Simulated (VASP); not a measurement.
# WSe (Pm-3m) in VASP: notebook, part 2 of 2

VASP 6.6.1. The steps go on from the part before.

**3. Single point, r2SCAN+U**

This run uses another cell than the first one, of 24.34 Å³/atom.

POSCAR reads:

```
WSe
1.0
    3.6512775059      0.0000000000      0.0000000000
    0.0000000000      3.6512775059      0.0000000000
    0.0000000000      0.0000000000      3.6512775059
W Se
1 1
Direct
    0.0000000000      0.0000000000      0.0000000000
    0.5000000000      0.5000000000      0.5000000000
```

INCAR.step1 reads:

```
PREC = Accurate
ENCUT = 520
ISMEAR = 0
SIGMA = 0.1
LREAL = False
LASPH = True
NELM = 150
LMAXMIX = 4
LDAU = True
LDAUTYPE = 2
LDAUL = 2 -1
LDAUU = 6.2 0
LDAUJ = 0 0
NBANDS = 17
GGA = PE
ALGO = Normal
EDIFF = 1E-4
LWAVE = True
LCHARG = False
```

INCAR.step2 reads:

```
PREC = Accurate
ENCUT = 520
EDIFF = 1E-6
ISMEAR = 0
SIGMA = 0.1
LREAL = False
LASPH = True
NELM = 150
ALGO = Normal
ISIF = 2
LWAVE = False
LCHARG = False
LMAXMIX = 4
LDAU = True
LDAUTYPE = 2
LDAUL = 2 -1
LDAUU = 6.2 0
LDAUJ = 0 0
LDAUPRINT = 1
METAGGA = R2SCAN
LMIXTAU = True
NBANDS = 17
ISTART = 1
```

KPOINTS reads:

```
Automatic mesh
0
Gamma
  12 12 12
```

Potentials or basis: VASP PAW PBE potentials, release 64 (W_sv, Se).

The run is started by

```console
$ cat potpaw_PBE.64/W_sv/POTCAR potpaw_PBE.64/Se/POTCAR > POTCAR
$ cp INCAR.step1 INCAR
$ mpirun -np 1 vasp_std > vasp.out
$ cp INCAR.step2 INCAR
$ mpirun -np 1 vasp_std > vasp.out
```

OUTCAR:

```text
PREC = Accurate
   ENCUT = 520
   EDIFF = 1E-6
   ISMEAR = 0
   LREAL = False
   LASPH = True
   NELM = 150
   ISIF = 2
   METAGGA = R2SCAN
   ISTART = 1

 ion  position               nearest neighbor table
   1  0.000  0.000  0.000-
   2  0.500  0.500  0.500-

  LATTYP: Found a simple cubic cell.
 ALAT       =     3.6512775059

  Lattice vectors:

 A1 = (   3.6512775059,   0.0000000000,   0.0000000000)
 A2 = (   0.0000000000,   3.6512775059,   0.0000000000)
 A3 = (   0.0000000000,   0.0000000000,   3.6512775059)

Analysis of symmetry for initial positions (statically):
=====================================================================
 Subroutine PRICEL returns:
 Original cell was already a primitive cell.

 Routine SETGRP: Setting up the symmetry group for a
 simple cubic supercell.

 Subroutine GETGRP returns: Found 48 space group operations
 (whereof 48 operations were pure point group operations)
 out of a pool of 48 trial point group operations.

[... 196 lines left out ...]
  free energy    TOTEN  =       -56.61910768 eV

  energy without entropy =      -56.61819698  energy(sigma->0) =      -56.61865233

 E-fermi :   5.2664     XC(G=0): -10.9773

 val. band max:        5.2344000534   @ k =   0.0833   0.0000   0.0000
 cond. band min:       5.6368935075   @ k =   0.0833   0.0833   0.0000
 fundamental gap:      0.4024934541
 Fermi energy:         5.2663888617

 k-point     1 :       0.0000    0.0000    0.0000
  band No.  band energies     occupation
      1     -71.1714      2.00000
      2     -34.6334      2.00000
      3     -34.6334      2.00000
      4     -34.6333      2.00000
      5      -8.9228      2.00000
      6       2.2002      2.00000
[... 457 lines left out ...]
      4     -34.6279      2.00000
      5      -7.8485      2.00000
      6       0.1310      2.00000
[... 9 lines left out ...]
     16      13.9085      0.00000
     17      15.4733      0.00000

 [... further k-points ...]

------------------------ aborting loop because EDIFF is reached ----------------------------------------

  FORCE on cell =-STRESS in cart. coord.  units (eV):
  Direction    XX          YY          ZZ          XY          YZ          ZX
  --------------------------------------------------------------------------------------
  -------------------------------------------------------------------------------------
  Total       -4.7119989     -4.7119989     -4.7119989      0.0000000      0.0000000     -0.0000000
  in kB     -155.0890853   -155.0890853   -155.0890853      0.0000000      0.0000000     -0.0000000
  external PRESSURE =    -155.0890853 kB  Pullay stress =       0.0000000 kB

 VOLUME and BASIS-vectors are now :
 -----------------------------------------------------------------------------
  energy-cutoff  :      520.00
  volume of cell :       48.68
      direct lattice vectors                 reciprocal lattice vectors
     3.651277506  0.000000000  0.000000000     0.273876745  0.000000000  0.000000000
     0.000000000  3.651277506  0.000000000     0.000000000  0.273876745  0.000000000
     0.000000000  0.000000000  3.651277506     0.000000000  0.000000000  0.273876745

 POSITION                                       TOTAL-FORCE (eV/Angst)
 -----------------------------------------------------------------------------------
      0.00000      0.00000      0.00000         0.000000      0.000000      0.000000
      1.82564      1.82564      1.82564         0.000000      0.000000      0.000000
 -----------------------------------------------------------------------------------
    total drift:                               -0.000000      0.000000     -0.000000

  FREE ENERGIE OF THE ION-ELECTRON SYSTEM (eV)
  ---------------------------------------------------
  free  energy   TOTEN  =       -56.6191076840 eV

  energy  without entropy=      -56.6181969814  energy(sigma->0) =      -56.61865233
```

Wall time 8.4 min (1 thread of Intel Xeon 8259CL, shared host); peak memory 0.22 GiB.

What came out:

```yaml
Free_energy: -56.6191 eV
Pressure: -15.5 GPa
Band_gap_on_the_k_mesh: zero (bands 10 and 11 overlap by 0.76 eV)
```

Eigenvalues of the final occupation matrices:
| site | spin | trace | eigenvalues |
| --- | --- | --- | --- |
| site 1 d | 1 | 1.65 | 0.05 0.05 0.05 0.74 0.74 |
| site 1 d | 2 | 1.65 | 0.05 0.05 0.05 0.74 0.74 |

Caveat: the cell stands under tension; the PAW data sets were made with another functional, which shifts forces and pressure a little; spin-orbit coupling is left out, which moves the levels of the heavy elements; U without spin polarisation on a metal has little footing.
